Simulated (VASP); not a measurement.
# Sr3W4 (Pm-3m) in VASP: single point with PBE

Aim: the single point of Sr3W4 with PBE.

Everything below comes from runs of VASP 6.6.1. Logs are shortened: lines on timing, memory, paths and dates and some standing lists are left out, and cuts for length are marked.

**1. The cell of the first run**

Symmetry: Pm-3m, No. 221, cubic system. The conventional cell has a = 5.064 Å, b = 5.064 Å, c = 5.064 Å, α = 90.00°, β = 90.00°, γ = 90.00°. Sr (site symmetry 4/mmm) has 6 W at 2.53 Å within 3.3 Å. W (site symmetry m-3m) has 6 Sr at 2.53 Å within 3.3 Å. W (site symmetry 4/mmm) has 4 Sr at 2.53 Å within 3.3 Å.

The cell was built from a structure type or drawn by symmetry, and may not be a known phase.

**2. Single point, PBE**

INCAR

```
SYSTEM = Sr3W4
PREC = Accurate
ENCUT = 520
EDIFF = 1E-6
ISMEAR = 0
SIGMA = 0.1
LREAL = .False.
LASPH = .True.
NELM = 100
ALGO = Normal
ISIF = 2
LWAVE = .False.
LCHARG = .False.
GGA = PE
NBANDS = 52
```

KPOINTS

```
Automatic mesh
0
Gamma
  4 4 4
  0 0 0
```

POSCAR

```
Sr3W4
1.0
    5.0641089600      0.0000000000      0.0000000000
    0.0000000000      5.0641089600      0.0000000000
    0.0000000000      0.0000000000      5.0641089600
Sr W
3 4
Direct
    0.5000000000      0.5000000000      0.0000000000
    0.0000000000      0.5000000000      0.5000000000
    0.5000000000      0.0000000000      0.5000000000
    0.5000000000      0.5000000000      0.5000000000
    0.5000000000      0.0000000000      0.0000000000
    0.0000000000      0.5000000000      0.0000000000
    0.0000000000      0.0000000000      0.5000000000
```

Potentials or basis: VASP PAW PBE potentials, release 64 (Sr_sv, W_sv).

On the command line:

```bash
$ cat potpaw_PBE.64/Sr_sv/POTCAR potpaw_PBE.64/W_sv/POTCAR > POTCAR
$ mpirun -np 1 vasp_std > vasp.out
```

OUTCAR:

```text
SYSTEM = Sr3W4
   PREC = Accurate
   ENCUT = 520
   EDIFF = 1E-6
   ISMEAR = 0
   LREAL = .False.
   LASPH = .True.
   NELM = 100
   ISIF = 2
   GGA = PE

 ion  position               nearest neighbor table
   1  0.500  0.500  0.000-   4 2.53   5 2.53   6 2.53   4 2.53   5 2.53   6 2.53   3 3.58   3 3.58
                             3 3.58   2 3.58   3 3.58   2 3.58   2 3.58   2 3.58
   2  0.000  0.500  0.500-   4 2.53   6 2.53   7 2.53   6 2.53   7 2.53   4 2.53   3 3.58   3 3.58
                             1 3.58   1 3.58   3 3.58   1 3.58   1 3.58   3 3.58
   3  0.500  0.000  0.500-   4 2.53   5 2.53   7 2.53   5 2.53   4 2.53   7 2.53   2 3.58   1 3.58
                             2 3.58   1 3.58   1 3.58   2 3.58   1 3.58   2 3.58
   4  0.500  0.500  0.500-   1 2.53   2 2.53   3 2.53   1 2.53   3 2.53   2 2.53
   5  0.500  0.000  0.000-   1 2.53   3 2.53   3 2.53   1 2.53
   6  0.000  0.500  0.000-   1 2.53   2 2.53   2 2.53   1 2.53
   7  0.000  0.000  0.500-   2 2.53   3 2.53   2 2.53   3 2.53

  LATTYP: Found a simple cubic cell.
 ALAT       =     5.0641089600

  Lattice vectors:

 A1 = (   5.0641089600,   0.0000000000,   0.0000000000)
 A2 = (   0.0000000000,   5.0641089600,   0.0000000000)
 A3 = (   0.0000000000,   0.0000000000,   5.0641089600)

Analysis of symmetry for initial positions (statically):
=====================================================================
 Subroutine PRICEL returns:
 Original cell was already a primitive cell.

 Routine SETGRP: Setting up the symmetry group for a
 simple cubic supercell.

 Subroutine GETGRP returns: Found 48 space group operations
 (whereof 48 operations were pure point group operations)
 out of a pool of 48 trial point group operations.

The static configuration has the point symmetry O_h .

Analysis of symmetry for dynamics (positions and initial velocities):
=====================================================================
 Subroutine PRICEL returns:
 Original cell was already a primitive cell.

 Routine SETGRP: Setting up the symmetry group for a
 simple cubic supercell.

 Subroutine GETGRP returns: Found 48 space group operations
 (whereof 48 operations were pure point group operations)
 out of a pool of 48 trial point group operations.

The dynamic configuration has the point symmetry O_h .

 Subroutine INISYM returns: Found 48 space group operations
 (whereof 48 operations are pure point group operations),
 and found     1 'primitive' translations

----------------------------------------------------------------------------------------

                                     Primitive cell

  volume of cell :     129.8701

  direct lattice vectors                    reciprocal lattice vectors
     5.064108960  0.000000000  0.000000000     0.197468105  0.000000000  0.000000000
     0.000000000  5.064108960  0.000000000     0.000000000  0.197468105  0.000000000
     0.000000000  0.000000000  5.064108960     0.000000000  0.000000000  0.197468105

  length of vectors
     5.064108960  5.064108960  5.064108960     0.197468105  0.197468105  0.197468105

  position of ions in fractional coordinates (direct lattice)
     0.500000000  0.500000000  0.000000000
     0.000000000  0.500000000  0.500000000
     0.500000000  0.000000000  0.500000000
     0.500000000  0.500000000  0.500000000
     0.500000000  0.000000000  0.000000000
     0.000000000  0.500000000  0.000000000
     0.000000000  0.000000000  0.500000000

  ion indices of the primitive-cell ions
   primitive index   ion index
                 1           1
                 2           2
                 3           3
                 4           4
                 5           5
                 6           6
                 7           7

----------------------------------------------------------------------------------------

 KPOINTS: Automatic mesh

Automatic generation of k-mesh.
 Grid dimensions read from file:
 generate k-points for:    4    4    4

 Generating k-lattice:

  Cartesian coordinates                     Fractional coordinates (reciprocal lattice)
     0.049367026  0.000000000  0.000000000     0.250000000  0.000000000  0.000000000
     0.000000000  0.049367026  0.000000000     0.000000000  0.250000000  0.000000000
     0.000000000  0.000000000  0.049367026     0.000000000  0.000000000  0.250000000

  Length of vectors
     0.049367026  0.049367026  0.049367026

  Shift w.r.t. Gamma in fractional coordinates (k-lattice)
     0.000000000  0.000000000  0.000000000

 Subroutine IBZKPT returns following result:
 ===========================================

 Found     10 irreducible k-points:

 Following reciprocal coordinates:
            Coordinates               Weight
  0.000000  0.000000  0.000000      1.000000
  0.250000  0.000000  0.000000      6.000000
  0.500000  0.000000  0.000000      3.000000
  0.250000  0.250000  0.000000     12.000000
  0.500000  0.250000  0.000000     12.000000
  0.500000  0.500000  0.000000      3.000000
  0.250000  0.250000  0.250000      8.000000
  0.500000  0.250000  0.250000     12.000000
  0.500000  0.500000  0.250000      6.000000
  0.500000  0.500000  0.500000      1.000000
   k-points           NKPTS =     10   k-points in BZ     NKDIM =     10   number of bands    NBANDS=     52
   number of dos      NEDOS =    301   number of ions     NIONS =      7
   total plane-waves  NPLWV =  64000
   dimension x,y,z NGX =    40 NGY =   40 NGZ =   40
   dimension x,y,z NGXF=    80 NGYF=   80 NGZF=   80
   ions per type =               3   4
   NGX,Y,Z   is equivalent  to a cutoff of  13.13, 13.13, 13.13 a.u.
   NGXF,Y,Z  is equivalent  to a cutoff of  26.26, 26.26, 26.26 a.u.
 SYSTEM =  Sr3W4
   PREC   = accura    normal or accurate (medium, high low for compatibility)
   ISTART =      0    job   : 0-new  1-cont  2-samecut
   ICHARG =      2    charge: 1-file 2-atom 10-const
   ISPIN  =      1    spin polarized calculation?
   LNONCOLLINEAR =      F non collinear calculations
   LSORBIT =      F    spin-orbit coupling
   LASPH  =      T    aspherical Exc in radial PAW
   ENCUT  =  520.0 eV  38.22 Ry    6.18 a.u.   9.42  9.42  9.42*2*pi/ulx,y,z
   NELM   =    100;   NELMIN=  2; NELMDL= -5     # of ELM steps
   EDIFF  = 0.1E-05   stopping-criterion for ELM
   LREAL  =      F    real-space projection
   EDIFFG = 0.1E-04   stopping-criterion for IOM
   NSW    =      0    number of steps for IOM
   IBRION =     -1    ionic relax: 0-MD 1-quasi-New 2-CG
   NFREE  =      0    steps in history (QN), initial steepest desc. (CG)
   ISIF   =      2    stress and relaxation
   ISYM   =      2    0-nonsym 1-usesym 2-fastsym
   POTIM  = 0.5000    time-step for ionic-motion
   TEBEG  =    0.0;   TEEND  =   0.0 temperature during run
   PSTRESS=    0.0 pullay stress
   NELECT =      86.0000    total number of electrons
   NUPDOWN=      -1.0000    fix difference up-down
   EMIN   =  10.00;   EMAX   =-10.00  energy-range for DOS
   EFERMI =   0.00;   METHOD = LEGACY
   ISMEAR =     0;   SIGMA  =   0.10  broadening in eV -4-tet -1-fermi 0-gaus
   EFERMI_NEDOS =   21; number of points for ismear=-14 and -15
   IALGO  =     38    algorithm
   IMIX   =      4    mixing-type and parameters
     AMIX     =   0.40;   BMIX     =  1.00
     AMIX_MAG =   1.60;   BMIX_MAG =  1.00
  volume/ion in A,a.u.               =      18.55       125.20
  Fermi-wavevector in a.u.,A,eV,Ry     =   1.426936  2.696519 27.703467  2.036147
  Thomas-Fermi vector in A             =   2.547160
   LORBIT       =      0    0 simple, 1 ext, 2 COOP (PROOUT), +10 PAW based schemes
   GGA     = PE    functional components
   LHFCALC =     F    Hartree Fock is set to
   AEXX    =    0.0000 exact exchange contribution
   IVDW    =     0    specifies the selected vdW correction
   LEPSILON=     F    determine dielectric tensor
   LRPA    =     F    only Hartree local field effects (RPA)
 non-spin polarized calculation
 Gauss-broadening in eV      SIGMA  =   0.10
  energy-cutoff  :      520.00
  volume of cell :      129.87
 maximum number of plane-waves:      3532
 NGX is ok and might be reduce to    40
   NGX = 19   NGY = 19   NGZ = 19

 number of electron      85.9999986 magnetization

 Free energy of the ion-electron system (eV)
  ---------------------------------------------------
  ext. energy  EPLUGINS =         0.00000000
  ---------------------------------------------------
  free energy    TOTEN  =       -25.13282994 eV

  energy without entropy =      -25.06992247  energy(sigma->0) =      -25.10137620

 E-fermi :   7.3869     XC(G=0): -12.0930

 val. band max:        7.3598258334   @ k =   0.5000   0.2500   0.0000
 cond. band min:       7.3972888363   @ k =   0.5000   0.5000   0.2500
 fundamental gap:      0.0374630029
 Fermi energy:         7.3868694777

 k-point     1 :       0.0000    0.0000    0.0000
  band No.  band energies     occupation
      1     -66.4869      2.00000
      2     -66.4821      2.00000
      3     -66.4821      2.00000
      4     -66.0432      2.00000
      5     -30.8954      2.00000
      6     -30.8954      2.00000
[... 44 lines left out ...]
     51       9.9910      0.00000
     52       9.9910      0.00000

 k-point     2 :       0.2500    0.0000    0.0000
  band No.  band energies     occupation
      1     -66.4863      2.00000
      2     -66.4827      2.00000
      3     -66.4821      2.00000
      4     -66.0432      2.00000
      5     -30.9204      2.00000
      6     -30.8993      2.00000
[... 44 lines left out ...]
     51       9.1298      0.00000
     52       9.9395      0.00000

 k-point     3 :       0.5000    0.0000    0.0000
  band No.  band energies     occupation
      1     -66.4852      2.00000
      2     -66.4837      2.00000
      3     -66.4821      2.00000
      4     -66.0431      2.00000
      5     -30.9459      2.00000
      6     -30.9318      2.00000
[... 44 lines left out ...]
     51       9.4518      0.00000
     52      10.4957      0.00000

 k-point     4 :       0.2500    0.2500    0.0000
  band No.  band energies     occupation
      1     -66.4857      2.00000
      2     -66.4829      2.00000
      3     -66.4825      2.00000
      4     -66.0431      2.00000
      5     -30.9674      2.00000
      6     -30.9273      2.00000
[... 44 lines left out ...]
     51       9.0854      0.00000
     52       9.4151      0.00000

 k-point     5 :       0.5000    0.2500    0.0000
  band No.  band energies     occupation
      1     -66.4847      2.00000
      2     -66.4837      2.00000
      3     -66.4826      2.00000
      4     -66.0431      2.00000
      5     -31.0064      2.00000
      6     -30.9581      2.00000
[... 44 lines left out ...]
     51       9.4505      0.00000
     52      10.1739      0.00000

 k-point     6 :       0.5000    0.5000    0.0000
  band No.  band energies     occupation
      1     -66.4837      2.00000
      2     -66.4837      2.00000
      3     -66.4836      2.00000
      4     -66.0431      2.00000
      5     -31.0525      2.00000
      6     -30.9775      2.00000
[... 44 lines left out ...]
     51       9.5302      0.00000
     52       9.8037      0.00000

 k-point     7 :       0.2500    0.2500    0.2500
  band No.  band energies     occupation
      1     -66.4852      2.00000
      2     -66.4829      2.00000
      3     -66.4829      2.00000
      4     -66.0431      2.00000
      5     -30.9866      2.00000
      6     -30.9866      2.00000
[... 44 lines left out ...]
     51       9.5763      0.00000
     52       9.5763      0.00000

 k-point     8 :       0.5000    0.2500    0.2500
  band No.  band energies     occupation
      1     -66.4844      2.00000
      2     -66.4837      2.00000
      3     -66.4829      2.00000
      4     -66.0431      2.00000
      5     -31.0311      2.00000
      6     -31.0262      2.00000
[... 44 lines left out ...]
     51       9.4702      0.00000
     52      10.2923      0.00000

 k-point     9 :       0.5000    0.5000    0.2500
  band No.  band energies     occupation
      1     -66.4836      2.00000
      2     -66.4836      2.00000
      3     -66.4836      2.00000
      4     -66.0430      2.00000
      5     -31.0786      2.00000
      6     -31.0513      2.00000
[... 44 lines left out ...]
     51       9.4145      0.00000
     52       9.5610      0.00000

 k-point    10 :       0.5000    0.5000    0.5000
  band No.  band energies     occupation
      1     -66.4836      2.00000
      2     -66.4836      2.00000
      3     -66.4836      2.00000
      4     -66.0430      2.00000
      5     -31.1046      2.00000
      6     -31.1046      2.00000
[... 44 lines left out ...]
     51       9.5603      0.00000
     52       9.5636      0.00000

------------------------ aborting loop because EDIFF is reached ----------------------------------------

  FORCE on cell =-STRESS in cart. coord.  units (eV):
  Direction    XX          YY          ZZ          XY          YZ          ZX
  --------------------------------------------------------------------------------------
  -------------------------------------------------------------------------------------
  Total       32.8327541     32.8327541     32.8327541      0.0000000     -0.0000000      0.0000000
  in kB      405.0501263    405.0501263    405.0501263      0.0000000     -0.0000000      0.0000000
  external PRESSURE =     405.0501263 kB  Pullay stress =       0.0000000 kB

 VOLUME and BASIS-vectors are now :
 -----------------------------------------------------------------------------
  energy-cutoff  :      520.00
  volume of cell :      129.87
      direct lattice vectors                 reciprocal lattice vectors
     5.064108960  0.000000000  0.000000000     0.197468105  0.000000000  0.000000000
     0.000000000  5.064108960  0.000000000     0.000000000  0.197468105  0.000000000
     0.000000000  0.000000000  5.064108960     0.000000000  0.000000000  0.197468105

 POSITION                                       TOTAL-FORCE (eV/Angst)
 -----------------------------------------------------------------------------------
      2.53205      2.53205      0.00000         0.000000      0.000000      0.000000
      0.00000      2.53205      2.53205         0.000000      0.000000      0.000000
      2.53205      0.00000      2.53205         0.000000      0.000000      0.000000
      2.53205      2.53205      2.53205         0.000000      0.000000      0.000000
      2.53205      0.00000      0.00000         0.000000      0.000000      0.000000
      0.00000      2.53205      0.00000         0.000000      0.000000      0.000000
      0.00000      0.00000      2.53205         0.000000      0.000000      0.000000
 -----------------------------------------------------------------------------------
    total drift:                                0.000000      0.000000     -0.000000

  FREE ENERGIE OF THE ION-ELECTRON SYSTEM (eV)
  ---------------------------------------------------
  free  energy   TOTEN  =       -25.1328299359 eV

  energy  without entropy=      -25.0699224720  energy(sigma->0) =      -25.10137620
```

Wall time 2.2 min (1 thread of Intel Xeon 8259CL, shared host); peak memory 0.26 GiB.

Results:

- Free energy: -25.1328 eV
- Pressure: 40.5 GPa
- Band gap on the k mesh: zero (bands 43 and 44 overlap by 1.07 eV)

Caveat: the cell stands under pressure; spin-orbit coupling is left out, which moves the levels of the heavy elements.
